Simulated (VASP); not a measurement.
# PbS (I4/mmm) in VASP: further runs

Runs on PbS. Level: PBE. Tasks: single point.

Everything below comes from runs of VASP 6.6.1. Logs are shortened: lines on timing, memory, paths and dates and some standing lists are left out, and cuts for length are marked.

## 1. The cell of the first run

The structure is tetragonal, space group I4/mmm (No. 139). The conventional cell has a = 4.025 Å, b = 4.025 Å, c = 5.930 Å, α = 90.00°, β = 90.00°, γ = 90.00°. Within 3.8 Å of Pb (site symmetry 4/mmm) lie 6 S at 2.85 to 2.96 Å. Within 3.8 Å of S (site symmetry 4/mmm) lie 6 Pb at 2.85 to 2.96 Å.

## 2. Single point, PBE (strain -0.0400 x Voigt [1, 1, 0, 0, 0, 0])

INCAR

```
SYSTEM = PbS
PREC = Accurate ; ENCUT = 520
EDIFF = 1E-6 ; ISMEAR = 0
SIGMA = 0.03 ; LREAL = .False.
LASPH = .True. ; NELM = 80
ALGO = Normal ; ISIF = 2
LWAVE = .False. ; LCHARG = .False.
GGA = PE ; NBANDS = 17
```

KPOINTS

```
regular mesh
0
Gamma
  10 10 10
  0 0 0
```

POSCAR

```
PbS
1.0
    0.0000000000      2.8464000000      2.9650000000
    2.8464000000      0.0000000000      2.9650000000
    2.8464000000      2.8464000000      0.0000000000
Pb S
1 1
Direct
    0.0000000000      0.0000000000      0.0000000000
    0.5000000000      0.5000000000      0.5000000000
```

Potentials or basis: VASP PAW PBE potentials, release 64 (Pb_d, S).

On the command line:

```
$ cat potpaw_PBE.64/Pb_d/POTCAR potpaw_PBE.64/S/POTCAR > POTCAR
$ mpirun -np 1 vasp_std > vasp.out
```

OUTCAR:

```text
SYSTEM = PbS
   PREC = Accurate
   ENCUT = 520
   EDIFF = 1E-6
   ISMEAR = 0
   LREAL = .False.
   LASPH = .True.
   NELM = 80
   ISIF = 2
   GGA = PE

 ion  position               nearest neighbor table
   1  0.000  0.000  0.000-   2 2.85   2 2.85   2 2.85   2 2.85   2 2.96   2 2.96
   2  0.500  0.500  0.500-   1 2.85   1 2.85   1 2.85   1 2.85   1 2.96   1 2.96

  LATTYP: Found a body centered tetragonal cell.
 ALAT       =     4.0254174839
 C/A-ratio  =     1.4731391275

  Lattice vectors:

 A1 = (  -2.8464000000,   0.0000000000,   2.9650000000)
 A2 = (   2.8464000000,   0.0000000000,   2.9650000000)
 A3 = (   0.0000000000,   2.8464000000,  -2.9650000000)

Analysis of symmetry for initial positions (statically):
=====================================================================
 Subroutine PRICEL returns:
 Original cell was already a primitive cell.

 Routine SETGRP: Setting up the symmetry group for a
 body centered tetragonal supercell.

 Subroutine GETGRP returns: Found 16 space group operations
 (whereof 16 operations were pure point group operations)
 out of a pool of 16 trial point group operations.

The static configuration has the point symmetry D_4h.

Analysis of symmetry for dynamics (positions and initial velocities):
=====================================================================
 Subroutine PRICEL returns:
 Original cell was already a primitive cell.

 Routine SETGRP: Setting up the symmetry group for a
 body centered tetragonal supercell.

 Subroutine GETGRP returns: Found 16 space group operations
 (whereof 16 operations were pure point group operations)
 out of a pool of 16 trial point group operations.

The dynamic configuration has the point symmetry D_4h.

 Subroutine INISYM returns: Found 16 space group operations
 (whereof 16 operations are pure point group operations),
 and found     1 'primitive' translations

----------------------------------------------------------------------------------------

                                     Primitive cell

  volume of cell :      48.0448

  direct lattice vectors                    reciprocal lattice vectors
     0.000000000  2.846400000  2.965000000    -0.175660483  0.175660483  0.168634064
     2.846400000  0.000000000  2.965000000     0.175660483 -0.175660483  0.168634064
     2.846400000  2.846400000  0.000000000     0.175660483  0.175660483 -0.168634064

  length of vectors
     4.110136003  4.110136003  4.025417484     0.300250992  0.300250992  0.300250992

  position of ions in fractional coordinates (direct lattice)
     0.000000000  0.000000000  0.000000000
     0.500000000  0.500000000  0.500000000

  ion indices of the primitive-cell ions
   primitive index   ion index
                 1           1
                 2           2

----------------------------------------------------------------------------------------

 KPOINTS: regular mesh

Automatic generation of k-mesh.
 Grid dimensions read from file:
 generate k-points for:   10   10   10

 Generating k-lattice:

  Cartesian coordinates                     Fractional coordinates (reciprocal lattice)
    -0.017566048  0.017566048  0.016863406     0.100000000  0.000000000  0.000000000
     0.017566048 -0.017566048  0.016863406     0.000000000  0.100000000  0.000000000
     0.017566048  0.017566048 -0.016863406     0.000000000  0.000000000  0.100000000

  Length of vectors
     0.030025099  0.030025099  0.030025099

  Shift w.r.t. Gamma in fractional coordinates (k-lattice)
     0.000000000  0.000000000  0.000000000

 Subroutine IBZKPT returns following result:
 ===========================================

 Found    102 irreducible k-points:

 Following reciprocal coordinates:
            Coordinates               Weight
  0.000000  0.000000  0.000000      1.000000
  0.100000 -0.000000  0.000000      8.000000
  0.200000 -0.000000  0.000000      8.000000
  0.300000  0.000000  0.000000      8.000000
  0.400000  0.000000  0.000000      8.000000
  0.500000 -0.000000  0.000000      4.000000
[... 16 lines left out ...]
  0.300000  0.300000  0.000000      2.000000
  0.400000  0.300000  0.000000      8.000000
 [... further k-points ...]
   k-points           NKPTS =    102   k-points in BZ     NKDIM =    102   number of bands    NBANDS=     17
   number of dos      NEDOS =    301   number of ions     NIONS =      2
   total plane-waves  NPLWV =  30720
   dimension x,y,z NGX =    32 NGY =   32 NGZ =   30
   dimension x,y,z NGXF=    64 NGYF=   64 NGZF=   60
   ions per type =               1   1
   NGX,Y,Z   is equivalent  to a cutoff of  12.94, 12.94, 12.39 a.u.
   NGXF,Y,Z  is equivalent  to a cutoff of  25.89, 25.89, 24.78 a.u.
 SYSTEM =  PbS
   PREC   = accura    normal or accurate (medium, high low for compatibility)
   ISTART =      0    job   : 0-new  1-cont  2-samecut
   ICHARG =      2    charge: 1-file 2-atom 10-const
   ISPIN  =      1    spin polarized calculation?
   LNONCOLLINEAR =      F non collinear calculations
   LSORBIT =      F    spin-orbit coupling
   LASPH  =      T    aspherical Exc in radial PAW
   ENCUT  =  520.0 eV  38.22 Ry    6.18 a.u.   7.64  7.64  7.48*2*pi/ulx,y,z
   NELM   =     80;   NELMIN=  2; NELMDL= -5     # of ELM steps
   EDIFF  = 0.1E-05   stopping-criterion for ELM
   LREAL  =      F    real-space projection
   EDIFFG = 0.1E-04   stopping-criterion for IOM
   NSW    =      0    number of steps for IOM
   IBRION =     -1    ionic relax: 0-MD 1-quasi-New 2-CG
   NFREE  =      0    steps in history (QN), initial steepest desc. (CG)
   ISIF   =      2    stress and relaxation
   ISYM   =      2    0-nonsym 1-usesym 2-fastsym
   POTIM  = 0.5000    time-step for ionic-motion
   TEBEG  =    0.0;   TEEND  =   0.0 temperature during run
   PSTRESS=    0.0 pullay stress
   NELECT =      20.0000    total number of electrons
   NUPDOWN=      -1.0000    fix difference up-down
   EMIN   =  10.00;   EMAX   =-10.00  energy-range for DOS
   EFERMI =   0.00;   METHOD = LEGACY
   ISMEAR =     0;   SIGMA  =   0.03  broadening in eV -4-tet -1-fermi 0-gaus
   EFERMI_NEDOS =   21; number of points for ismear=-14 and -15
   IALGO  =     38    algorithm
   IMIX   =      4    mixing-type and parameters
     AMIX     =   0.40;   BMIX     =  1.00
     AMIX_MAG =   1.60;   BMIX_MAG =  1.00
  volume/ion in A,a.u.               =      24.02       162.11
  Fermi-wavevector in a.u.,A,eV,Ry     =   1.222370  2.309944 20.329664  1.494188
  Thomas-Fermi vector in A             =   2.357519
   LORBIT       =      0    0 simple, 1 ext, 2 COOP (PROOUT), +10 PAW based schemes
   GGA     = PE    functional components
   LHFCALC =     F    Hartree Fock is set to
   AEXX    =    0.0000 exact exchange contribution
   IVDW    =     0    specifies the selected vdW correction
   LEPSILON=     F    determine dielectric tensor
   LRPA    =     F    only Hartree local field effects (RPA)
 non-spin polarized calculation
 Gauss-broadening in eV      SIGMA  =   0.03
  energy-cutoff  :      520.00
  volume of cell :       48.04
 maximum number of plane-waves:      1323
   NGX = 15   NGY = 15   NGZ = 15

 number of electron      20.0000000 magnetization

 Free energy of the ion-electron system (eV)
  ---------------------------------------------------
  ext. energy  EPLUGINS =         0.00000000
  ---------------------------------------------------
  free energy    TOTEN  =        -8.59524607 eV

  energy without entropy =       -8.59513996  energy(sigma->0) =       -8.59519301

 E-fermi :   7.0931     XC(G=0): -10.0749

 val. band max:        7.0782636689   @ k =   0.5000  -0.0000   0.0000
 cond. band min:       7.1078901473   @ k =   0.5000  -0.0000   0.0000
 fundamental gap:      0.0296264784
 Fermi energy:         7.0930769080

 k-point     1 :       0.0000    0.0000    0.0000
  band No.  band energies     occupation
      1     -10.0343      2.00000
      2     -10.0300      2.00000
      3     -10.0300      2.00000
      4     -10.0267      2.00000
      5     -10.0028      2.00000
      6      -7.4358      2.00000
[... 9 lines left out ...]
     16      13.5540      0.00000
     17      15.3615      0.00000

 k-point     2 :       0.1000   -0.0000    0.0000
  band No.  band energies     occupation
      1     -10.0368      2.00000
      2     -10.0293      2.00000
      3     -10.0268      2.00000
      4     -10.0213      2.00000
      5     -10.0057      2.00000
      6      -7.3389      2.00000
[... 9 lines left out ...]
     16      13.8298      0.00000
     17      16.1406      0.00000

 k-point     3 :       0.2000   -0.0000    0.0000
  band No.  band energies     occupation
      1     -10.0456      2.00000
      2     -10.0286      2.00000
      3     -10.0281      2.00000
      4     -10.0036      2.00000
      5     -10.0033      2.00000
      6      -7.0591      2.00000
[... 9 lines left out ...]
     16      14.3865      0.00000
     17      17.6846      0.00000

 k-point     4 :       0.3000    0.0000    0.0000
  band No.  band energies     occupation
      1     -10.0570      2.00000
      2     -10.0409      2.00000
      3     -10.0285      2.00000
      4      -9.9889      2.00000
      5      -9.9812      2.00000
      6      -6.6395      2.00000
[... 9 lines left out ...]
     16      15.2483      0.00000
     17      19.3830      0.00000
[... 343 lines left out ...]
      1     -10.0603      2.00000
      2     -10.0382      2.00000
      3     -10.0281      2.00000
      4     -10.0012      2.00000
      5      -9.9722      2.00000
      6      -6.4602      2.00000
[... 9 lines left out ...]
     16      16.4421      0.00000
     17      17.0678      0.00000

 k-point    23 :       0.3000    0.3000    0.0000
  band No.  band energies     occupation
      1     -10.1623      2.00000
      2     -10.0477      2.00000
      3      -9.9837      2.00000
      4      -9.9808      2.00000
      5      -9.9808      2.00000
      6      -6.3849      2.00000
[... 9 lines left out ...]
     16      17.7572      0.00000
     17      17.7573      0.00000

 k-point    24 :       0.4000    0.3000    0.0000
  band No.  band energies     occupation
      1     -10.1870      2.00000
      2     -10.0467      2.00000
      3      -9.9894      2.00000
      4      -9.9734      2.00000
      5      -9.9663      2.00000
      6      -6.0515      2.00000
[... 9 lines left out ...]
     16      18.0958      0.00000
     17      18.6488      0.00000

 [... further k-points ...]

------------------------ aborting loop because EDIFF is reached ----------------------------------------

  FORCE on cell =-STRESS in cart. coord.  units (eV):
  Direction    XX          YY          ZZ          XY          YZ          ZX
  --------------------------------------------------------------------------------------
  -------------------------------------------------------------------------------------
  Total        3.2504802      3.2504802      1.1138229      0.0000000      0.0000000      0.0000000
  in kB      108.3955736    108.3955736     37.1432746      0.0000000      0.0000000      0.0000000
  external PRESSURE =      84.6448073 kB  Pullay stress =       0.0000000 kB

 VOLUME and BASIS-vectors are now :
 -----------------------------------------------------------------------------
  energy-cutoff  :      520.00
  volume of cell :       48.04
      direct lattice vectors                 reciprocal lattice vectors
     0.000000000  2.846400000  2.965000000    -0.175660483  0.175660483  0.168634064
     2.846400000  0.000000000  2.965000000     0.175660483 -0.175660483  0.168634064
     2.846400000  2.846400000  0.000000000     0.175660483  0.175660483 -0.168634064

 POSITION                                       TOTAL-FORCE (eV/Angst)
 -----------------------------------------------------------------------------------
      0.00000      0.00000      0.00000         0.000000      0.000000      0.000000
      2.84640      2.84640      2.96500        -0.000000     -0.000000     -0.000000
 -----------------------------------------------------------------------------------
    total drift:                                0.000000     -0.000000     -0.000000

  FREE ENERGIE OF THE ION-ELECTRON SYSTEM (eV)
  ---------------------------------------------------
  free  energy   TOTEN  =        -8.5952460657 eV

  energy  without entropy=       -8.5951399574  energy(sigma->0) =       -8.59519301
```

Wall time 35 s (1 thread of Intel Xeon Platinum 8559C (Emerald Rapids), shared host); peak memory 0.23 GiB.

What came out:

* Free energy: -8.5952 eV
* Pressure: 8.5 GPa
* Band gap on the k mesh: 0.03 eV

Caveat: the cell differs from its parent crystal (strain -0.0400 x Voigt [1, 1, 0, 0, 0, 0]); the cell stands under pressure; spin-orbit coupling is left out, which moves the levels of the heavy elements.

## 3. Single point, PBE (strain -0.0300 x Voigt [1, 1, 0, 0, 0, 0])

INCAR

```
ALGO = Normal
EDIFF = 1E-7
ENCUT = 520
GGA = PE
ISIF = 2
ISMEAR = 0
LASPH = T
LCHARG = T
LELF = T
LREAL = F
LVHAR = T
LWAVE = F
NBANDS = 17
NELM = 60
PREC = Accurate
SIGMA = 0.03
```

KPOINTS

```
k-points
0
Gamma
  10 10 10
```

POSCAR

```
PbS
1.0
    0.0000000000      2.8760500000      2.9650000000
    2.8760500000      0.0000000000      2.9650000000
    2.8760500000      2.8760500000      0.0000000000
Pb S
1 1
Direct
    0.0000000000      0.0000000000      0.0000000000
    0.5000000000      0.5000000000      0.5000000000
```

Potentials or basis: VASP PAW PBE potentials, release 64 (Pb_d, S).

On the command line:

```
$ cat potpaw_PBE.64/Pb_d/POTCAR potpaw_PBE.64/S/POTCAR > POTCAR
$ mpirun -np 1 vasp_std > vasp.out
```

Run time: 40 s. Hardware: 1 thread of Intel Xeon Platinum 8559C (Emerald Rapids), shared host; peak memory 0.23 GiB.

Results (log left out):

```yaml
Free_energy: -8.6560 eV
Pressure: 6.7 GPa
Band_gap_on_the_k_mesh: 0.09 eV
```

Stress tensor (GPa, compression positive):
```
8.36 0.00 0.00
0.00 8.36 0.00
0.00 0.00 3.37
```

Levels at points of the mesh, in eV from the valence-band top:
| k point | band 6 | band 7 | band 8 | band 9 | band 10 | band 11 | band 12 | band 13 | band 14 | band 15 |
| --- | --- | --- | --- | --- | --- | --- | --- | --- | --- | --- |
| (0.00, 0.00, 0.00) | -14.29 | -6.01 | -2.68 | -2.68 | -2.44 | 4.82 | 5.55 | 5.55 | 6.34 | 6.53 |
| (0.50, 0.00, 0.00) | -12.89 | -9.35 | -2.19 | -2.11 | 0.00 | 0.09 | 1.63 | 1.81 | 8.63 | 9.82 |
| (0.50, 0.50, 0.00) | -12.47 | -7.27 | -5.82 | -3.92 | -3.92 | 3.57 | 5.45 | 5.95 | 5.95 | 11.16 |
| (0.50, 0.00, 0.50) | -12.26 | -7.46 | -5.87 | -4.15 | -3.83 | 3.44 | 5.42 | 5.80 | 6.11 | 11.00 |

Caveat: the cell differs from its parent crystal (strain -0.0300 x Voigt [1, 1, 0, 0, 0, 0]); the cell stands under pressure; spin-orbit coupling is left out, which moves the levels of the heavy elements.

## 4. Single point, PBE (strain -0.0200 x Voigt [1, 1, 0, 0, 0, 0])

INCAR

```
SYSTEM = PbS
ALGO = Normal ; EDIFF = 1E-7
ENCUT = 520 ; GGA = PE
ISIF = 2 ; ISMEAR = 0
LASPH = .True. ; LCHARG = .False.
LREAL = .False. ; LWAVE = .False.
NBANDS = 17 ; NELM = 100
PREC = Accurate ; SIGMA = 0.03
```

KPOINTS

```
k-points
0
Gamma
  10 10 10
  0 0 0
```

POSCAR

```
PbS
1.0
    0.0000000000      2.9057000000      2.9650000000
    2.9057000000      0.0000000000      2.9650000000
    2.9057000000      2.9057000000      0.0000000000
Pb S
1 1
Direct
    0.0000000000      0.0000000000      0.0000000000
    0.5000000000      0.5000000000      0.5000000000
```

On the command line:

```
$ cat potpaw_PBE.64/Pb_d/POTCAR potpaw_PBE.64/S/POTCAR > POTCAR
$ mpirun -np 1 vasp_std > vasp.out
```

Run time: 42 s. Hardware: 1 thread of Intel Xeon Platinum 8559C (Emerald Rapids), shared host; peak memory 0.23 GiB.

It converged, with:

```yaml
Free_energy: -8.7020 eV
Pressure: 5.0 GPa
Band_gap_on_the_k_mesh: 0.19 eV
```

Stress tensor (GPa, compression positive):
```
6.05 0.00 0.00
0.00 6.05 0.00
0.00 0.00 2.98
```

Levels at points of the mesh, in eV from the valence-band top:
```csv
k point,band 8,band 9,band 10,band 11,band 12,band 13
"(0.00, 0.00, 0.00)",-2.50,-2.50,-2.34,4.96,5.44,5.44
"(0.50, 0.00, 0.00)",-2.05,-1.99,0.00,0.19,1.75,1.87
"(0.50, 0.50, 0.00)",-5.60,-3.75,-3.75,3.67,5.50,5.86
"(0.50, 0.00, 0.50)",-5.64,-3.90,-3.69,3.59,5.52,5.73
```

Caveat: the cell differs from its parent crystal (strain -0.0200 x Voigt [1, 1, 0, 0, 0, 0]); the cell stands under pressure; spin-orbit coupling is left out, which moves the levels of the heavy elements. A k mesh can miss the band edges.

## 5. Single point, PBE (strain -0.0100 x Voigt [1, 1, 0, 0, 0, 0])

INCAR

```
ALGO = Normal ; EDIFF = 1E-7
ENCUT = 520 ; GGA = PE
ISIF = 2 ; ISMEAR = 0
LASPH = T ; LCHARG = T
LELF = T ; LREAL = F
LVHAR = T ; LWAVE = F
NBANDS = 17 ; NELM = 80
PREC = Accurate ; SIGMA = 0.03
```

KPOINTS

```
k-points
0
Gamma
  10 10 10
```

POSCAR

```
PbS
1.0
    0.0000000000      2.9353500000      2.9650000000
    2.9353500000      0.0000000000      2.9650000000
    2.9353500000      2.9353500000      0.0000000000
Pb S
1 1
Direct
    0.0000000000      0.0000000000      0.0000000000
    0.5000000000      0.5000000000      0.5000000000
```

On the command line:

```
$ cat potpaw_PBE.64/Pb_d/POTCAR potpaw_PBE.64/S/POTCAR > POTCAR
$ mpirun -np 1 vasp_std > vasp.out
```

It took 37 s on 1 thread of Intel Xeon Platinum 8559C (Emerald Rapids), shared host; peak memory 0.23 GiB.

It converged, with:

```yaml
Free_energy: -8.7345 eV
Pressure: 3.5 GPa
Band_gap_on_the_k_mesh: 0.28 eV
```

Stress tensor (GPa, compression positive):
```
4.01 0.00 0.00
0.00 4.01 0.00
0.00 0.00 2.59
```

Levels at points of the mesh, in eV from the valence-band top:
```csv
k point,band 6,band 7,band 8,band 9,band 10,band 11,band 12,band 13,band 14,band 15
"(0.00, 0.00, 0.00)",-13.82,-6.02,-2.33,-2.33,-2.25,5.09,5.33,5.33,6.61,6.67
"(0.50, 0.00, 0.00)",-12.52,-9.00,-1.91,-1.89,0.00,0.28,1.86,1.92,8.66,10.03
"(0.50, 0.50, 0.00)",-12.09,-7.22,-5.40,-3.60,-3.60,3.77,5.54,5.78,5.78,11.17
"(0.50, 0.00, 0.50)",-12.03,-7.28,-5.41,-3.67,-3.56,3.73,5.61,5.66,5.83,11.14
```

Caveat: the cell differs from its parent crystal (strain -0.0100 x Voigt [1, 1, 0, 0, 0, 0]); the cell stands under pressure; spin-orbit coupling is left out, which moves the levels of the heavy elements. A k mesh can miss the band edges.

## 6. The runs side by side

| cell | gap on the mesh (eV) | pressure (GPa) |
| --- | --- | --- |
| a = 4.110, b = 4.110, c = 4.025 Å, angles 60.7, 60.7, 58.6°, 2 atoms | 0.03 | 8.5 |
| a = 4.131, b = 4.131, c = 4.067 Å, angles 60.5, 60.5, 59.0°, 2 atoms | 0.09 | 6.7 |
| a = 4.151, b = 4.151, c = 4.109 Å, angles 60.3, 60.3, 59.3°, 2 atoms | 0.19 | 5.0 |
| a = 4.172, b = 4.172, c = 4.151 Å, angles 60.2, 60.2, 59.7°, 2 atoms | 0.28 | 3.5 |

Alike in all rows: task single point; level PBE; potentials or basis VASP PAW PBE potentials, release 64 (Pb_d, S); no spin polarisation; k mesh 10 × 10 × 10; cutoff (eV) 520; smearing gaussian 0.03 eV.

Caveats: the cell stands under pressure; spin-orbit coupling is left out, which moves the levels of the heavy elements.

Absolute energies hang on the potentials; compare differences alone.
